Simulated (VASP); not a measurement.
# ScHg (Pm-3m) in VASP: single point with LDA

Aim: the single point of ScHg with LDA.

Everything below comes from runs of VASP 6.6.1. Logs are shortened: lines on timing, memory, paths and dates and some standing lists are left out, and cuts for length are marked.

**1. The cell of the first run**

It takes space group Pm-3m (No. 221, cubic). The conventional cell has a = 3.480 Å, b = 3.480 Å, c = 3.480 Å, α = 90.00°, β = 90.00°, γ = 90.00°. Within 4.0 Å of Sc (site symmetry m-3m) lie 8 Hg at 3.01 Å and 6 Sc at 3.48 Å. Hg (site symmetry m-3m) has 8 Sc at 3.01 Å and 6 Hg at 3.48 Å within 4.0 Å.

**2. Single point, LDA**

INCAR

```
SYSTEM = ScHg
PREC = Accurate ; ENCUT = 500
EDIFF = 1E-6 ; ISMEAR = -1
SIGMA = 0.0272 ; LREAL = .False.
LASPH = .True. ; NELM = 120
ALGO = Normal ; ISIF = 2
LWAVE = .False. ; LCHARG = .False.
GGA = CA ; NBANDS = 18
GGA_COMPAT = .False.
```

KPOINTS

```
Automatic mesh
0
Gamma
  8 8 8
  0 0 0
```

POSCAR

```
ScHg
1.0
    3.4800000000      0.0000000000      0.0000000000
    0.0000000000      3.4800000000      0.0000000000
    0.0000000000      0.0000000000      3.4800000000
Sc Hg
1 1
Direct
    0.5000000000      0.5000000000      0.5000000000
    0.0000000000      0.0000000000      0.0000000000
```

Potentials or basis: VASP PAW LDA potentials, release 64 (Sc_sv, Hg).

Started as:

```sh
> cat potpaw_LDA.64/Sc_sv/POTCAR potpaw_LDA.64/Hg/POTCAR > POTCAR
> mpirun -np 1 vasp_std > vasp.out
```

OUTCAR:

```text
SYSTEM = ScHg
   PREC = Accurate
   ENCUT = 500
   EDIFF = 1E-6
   ISMEAR = -1
   LREAL = .False.
   LASPH = .True.
   NELM = 120
   ISIF = 2
   GGA = CA

 ion  position               nearest neighbor table
   1  0.500  0.500  0.500-   2 3.01   2 3.01   2 3.01   2 3.01   2 3.01   2 3.01   2 3.01   2 3.01

   2  0.000  0.000  0.000-   1 3.01   1 3.01   1 3.01   1 3.01   1 3.01   1 3.01   1 3.01   1 3.01

  LATTYP: Found a simple cubic cell.
 ALAT       =     3.4800000000

  Lattice vectors:

 A1 = (   3.4800000000,   0.0000000000,   0.0000000000)
 A2 = (   0.0000000000,   3.4800000000,   0.0000000000)
 A3 = (   0.0000000000,   0.0000000000,   3.4800000000)

Analysis of symmetry for initial positions (statically):
=====================================================================
 Subroutine PRICEL returns:
 Original cell was already a primitive cell.

 Routine SETGRP: Setting up the symmetry group for a
 simple cubic supercell.

 Subroutine GETGRP returns: Found 48 space group operations
 (whereof 48 operations were pure point group operations)
 out of a pool of 48 trial point group operations.

The static configuration has the point symmetry O_h .

Analysis of symmetry for dynamics (positions and initial velocities):
=====================================================================
 Subroutine PRICEL returns:
 Original cell was already a primitive cell.

 Routine SETGRP: Setting up the symmetry group for a
 simple cubic supercell.

 Subroutine GETGRP returns: Found 48 space group operations
 (whereof 48 operations were pure point group operations)
 out of a pool of 48 trial point group operations.

The dynamic configuration has the point symmetry O_h .

 Subroutine INISYM returns: Found 48 space group operations
 (whereof 48 operations are pure point group operations),
 and found     1 'primitive' translations

----------------------------------------------------------------------------------------

                                     Primitive cell

  volume of cell :      42.1442

  direct lattice vectors                    reciprocal lattice vectors
     3.480000000  0.000000000  0.000000000     0.287356322  0.000000000  0.000000000
     0.000000000  3.480000000  0.000000000     0.000000000  0.287356322  0.000000000
     0.000000000  0.000000000  3.480000000     0.000000000  0.000000000  0.287356322

  length of vectors
     3.480000000  3.480000000  3.480000000     0.287356322  0.287356322  0.287356322

  position of ions in fractional coordinates (direct lattice)
     0.500000000  0.500000000  0.500000000
     0.000000000  0.000000000  0.000000000

  ion indices of the primitive-cell ions
   primitive index   ion index
                 1           1
                 2           2

----------------------------------------------------------------------------------------

 KPOINTS: Automatic mesh

Automatic generation of k-mesh.
 Grid dimensions read from file:
 generate k-points for:    8    8    8

 Generating k-lattice:

  Cartesian coordinates                     Fractional coordinates (reciprocal lattice)
     0.035919540  0.000000000  0.000000000     0.125000000  0.000000000  0.000000000
     0.000000000  0.035919540  0.000000000     0.000000000  0.125000000  0.000000000
     0.000000000  0.000000000  0.035919540     0.000000000  0.000000000  0.125000000

  Length of vectors
     0.035919540  0.035919540  0.035919540

  Shift w.r.t. Gamma in fractional coordinates (k-lattice)
     0.000000000  0.000000000  0.000000000

 Subroutine IBZKPT returns following result:
 ===========================================

 Found     35 irreducible k-points:

 Following reciprocal coordinates:
            Coordinates               Weight
  0.000000  0.000000  0.000000      1.000000
  0.125000  0.000000  0.000000      6.000000
  0.250000  0.000000  0.000000      6.000000
  0.375000  0.000000  0.000000      6.000000
  0.500000  0.000000  0.000000      3.000000
  0.125000  0.125000  0.000000     12.000000
[... 16 lines left out ...]
  0.375000  0.375000  0.125000     24.000000
  0.500000  0.375000  0.125000     24.000000
 [... further k-points ...]
   k-points           NKPTS =     35   k-points in BZ     NKDIM =     35   number of bands    NBANDS=     18
   number of dos      NEDOS =    301   number of ions     NIONS =      2
   total plane-waves  NPLWV =  21952
   dimension x,y,z NGX =    28 NGY =   28 NGZ =   28
   dimension x,y,z NGXF=    56 NGYF=   56 NGZF=   56
   ions per type =               1   1
   NGX,Y,Z   is equivalent  to a cutoff of  13.38, 13.38, 13.38 a.u.
   NGXF,Y,Z  is equivalent  to a cutoff of  26.75, 26.75, 26.75 a.u.
 SYSTEM =  ScHg
   PREC   = accura    normal or accurate (medium, high low for compatibility)
   ISTART =      0    job   : 0-new  1-cont  2-samecut
   ICHARG =      2    charge: 1-file 2-atom 10-const
   ISPIN  =      1    spin polarized calculation?
   LNONCOLLINEAR =      F non collinear calculations
   LSORBIT =      F    spin-orbit coupling
   LASPH  =      T    aspherical Exc in radial PAW
   ENCUT  =  500.0 eV  36.75 Ry    6.06 a.u.   6.34  6.34  6.34*2*pi/ulx,y,z
   NELM   =    120;   NELMIN=  2; NELMDL= -5     # of ELM steps
   EDIFF  = 0.1E-05   stopping-criterion for ELM
   LREAL  =      F    real-space projection
   EDIFFG = 0.1E-04   stopping-criterion for IOM
   NSW    =      0    number of steps for IOM
   IBRION =     -1    ionic relax: 0-MD 1-quasi-New 2-CG
   NFREE  =      0    steps in history (QN), initial steepest desc. (CG)
   ISIF   =      2    stress and relaxation
   ISYM   =      2    0-nonsym 1-usesym 2-fastsym
   POTIM  = 0.5000    time-step for ionic-motion
   TEBEG  =    0.0;   TEEND  =   0.0 temperature during run
   PSTRESS=    0.0 pullay stress
   NELECT =      23.0000    total number of electrons
   NUPDOWN=      -1.0000    fix difference up-down
   EMIN   =  10.00;   EMAX   =-10.00  energy-range for DOS
   EFERMI =   0.00;   METHOD = LEGACY
   ISMEAR =    -1;   SIGMA  =   0.03  broadening in eV -4-tet -1-fermi 0-gaus
   EFERMI_NEDOS =   21; number of points for ismear=-14 and -15
   IALGO  =     38    algorithm
   IMIX   =      4    mixing-type and parameters
     AMIX     =   0.40;   BMIX     =  1.00
     AMIX_MAG =   1.60;   BMIX_MAG =  1.00
  volume/ion in A,a.u.               =      21.07       142.20
  Fermi-wavevector in a.u.,A,eV,Ry     =   1.337842  2.528155 24.352000  1.789822
  Thomas-Fermi vector in A             =   2.466359
   LORBIT       =      0    0 simple, 1 ext, 2 COOP (PROOUT), +10 PAW based schemes
   GGA     = CA    functional components
   LHFCALC =     F    Hartree Fock is set to
   AEXX    =    0.0000 exact exchange contribution
   IVDW    =     0    specifies the selected vdW correction
   LEPSILON=     F    determine dielectric tensor
   LRPA    =     F    only Hartree local field effects (RPA)
 non-spin polarized calculation
  energy-cutoff  :      500.00
  volume of cell :       42.14
 maximum number of plane-waves:      1108
 NGX is ok and might be reduce to    28
   NGX = 13   NGY = 13   NGZ = 13

 number of electron      22.9999997 magnetization

 Free energy of the ion-electron system (eV)
  ---------------------------------------------------
  ext. energy  EPLUGINS =         0.00000000
  ---------------------------------------------------
  free energy    TOTEN  =        -8.83211973 eV

  energy without entropy =       -8.82559492  energy(sigma->0) =       -8.82885732

 E-fermi :   4.3723     XC(G=0): -11.3155

 val. band max:        4.3683967039   @ k =   0.3750   0.0000   0.0000
 cond. band min:       4.4091331356   @ k =   0.3750   0.2500   0.0000
 fundamental gap:      0.0407364317
 Fermi energy:         4.3723412566

 k-point     1 :       0.0000    0.0000    0.0000
  band No.  band energies     occupation
      1     -45.1226      2.00000
      2     -24.0337      2.00000
      3     -24.0337      2.00000
      4     -24.0337      2.00000
      5      -4.2310      2.00000
      6      -3.6461      2.00000
[... 10 lines left out ...]
     17       9.3281      0.00000
     18       9.3281      0.00000

 k-point     2 :       0.1250    0.0000    0.0000
  band No.  band energies     occupation
      1     -45.1211      2.00000
      2     -24.0530      2.00000
      3     -24.0325      2.00000
      4     -24.0325      2.00000
      5      -4.0147      2.00000
      6      -3.6186      2.00000
[... 10 lines left out ...]
     17      10.0130      0.00000
     18      10.0130      0.00000

 k-point     3 :       0.2500    0.0000    0.0000
  band No.  band energies     occupation
      1     -45.1175      2.00000
      2     -24.0990      2.00000
      3     -24.0296      2.00000
      4     -24.0296      2.00000
      5      -3.6307      2.00000
      6      -3.5507      2.00000
[... 10 lines left out ...]
     17      11.4779      0.00000
     18      11.4779      0.00000

 k-point     4 :       0.3750    0.0000    0.0000
  band No.  band energies     occupation
      1     -45.1139      2.00000
      2     -24.1447      2.00000
      3     -24.0266      2.00000
      4     -24.0266      2.00000
      5      -3.4806      2.00000
      6      -3.4258      2.00000
[... 10 lines left out ...]
     17      13.2593      0.00000
     18      13.2593      0.00000

 k-point     5 :       0.5000    0.0000    0.0000
  band No.  band energies     occupation
      1     -45.1125      2.00000
      2     -24.1635      2.00000
      3     -24.0254      2.00000
      4     -24.0254      2.00000
      5      -3.4510      2.00000
      6      -3.3547      2.00000
[... 10 lines left out ...]
     17      14.4265      0.00000
     18      14.6728      0.00000

 k-point     6 :       0.1250    0.1250    0.0000
  band No.  band energies     occupation
      1     -45.1196      2.00000
      2     -24.0532      2.00000
      3     -24.0497      2.00000
      4     -24.0312      2.00000
      5      -3.8143      2.00000
      6      -3.5380      2.00000
[... 307 lines left out ...]
 k-point    21 :       0.3750    0.2500    0.1250
  band No.  band energies     occupation
      1     -45.1079      2.00000
      2     -24.1325      2.00000
      3     -24.0842      2.00000
      4     -24.0380      2.00000
      5      -3.3609      2.00000
      6      -3.3054      2.00000
[... 10 lines left out ...]
     17       9.3303      0.00000
     18      12.0707      0.00000

 k-point    22 :       0.5000    0.2500    0.1250
  band No.  band energies     occupation
      1     -45.1065      2.00000
      2     -24.1501      2.00000
      3     -24.0821      2.00000
      4     -24.0363      2.00000
      5      -3.4043      2.00000
      6      -3.2944      2.00000
[... 10 lines left out ...]
     17       9.7451      0.00000
     18      12.0846      0.00000

 k-point    23 :       0.3750    0.3750    0.1250
  band No.  band energies     occupation
      1     -45.1046      2.00000
      2     -24.1273      2.00000
      3     -24.1244      2.00000
      4     -24.0337      2.00000
      5      -3.5242      2.00000
      6      -3.3064      2.00000
[... 10 lines left out ...]
     17       8.5152      0.00000
     18      11.2757      0.00000

 k-point    24 :       0.5000    0.3750    0.1250
  band No.  band energies     occupation
      1     -45.1032      2.00000
      2     -24.1430      2.00000
      3     -24.1231      2.00000
      4     -24.0319      2.00000
      5      -3.5894      2.00000
      6      -3.3071      2.00000
[... 10 lines left out ...]
     17       8.4990      0.00000
     18      10.5802      0.00000

 [... further k-points ...]
[... 5 lines left out ...]
  --------------------------------------------------------------------------------------
  -------------------------------------------------------------------------------------
  Total       -0.9468307     -0.9468307     -0.9468307      0.0000000      0.0000000     -0.0000000
  in kB      -35.9952484    -35.9952484    -35.9952484      0.0000000      0.0000000     -0.0000000
  external PRESSURE =     -35.9952484 kB  Pullay stress =       0.0000000 kB

 VOLUME and BASIS-vectors are now :
 -----------------------------------------------------------------------------
  energy-cutoff  :      500.00
  volume of cell :       42.14
      direct lattice vectors                 reciprocal lattice vectors
     3.480000000  0.000000000  0.000000000     0.287356322  0.000000000  0.000000000
     0.000000000  3.480000000  0.000000000     0.000000000  0.287356322  0.000000000
     0.000000000  0.000000000  3.480000000     0.000000000  0.000000000  0.287356322

 POSITION                                       TOTAL-FORCE (eV/Angst)
 -----------------------------------------------------------------------------------
      1.74000      1.74000      1.74000         0.000000      0.000000      0.000000
      0.00000      0.00000      0.00000         0.000000      0.000000      0.000000
 -----------------------------------------------------------------------------------
    total drift:                                0.000000      0.000000      0.000000

  FREE ENERGIE OF THE ION-ELECTRON SYSTEM (eV)
  ---------------------------------------------------
  free  energy   TOTEN  =        -8.8321197312 eV

  energy  without entropy=       -8.8255949183  energy(sigma->0) =       -8.82885732
```

Run time: 35 s. Hardware: 1 thread of Intel Xeon 8259CL, shared host; peak memory 0.16 GiB.

What came out:

```
Free energy : -8.8321 eV
Pressure    : -3.6 GPa
```

Caveat: spin-orbit coupling is left out, which moves the levels of the heavy elements.
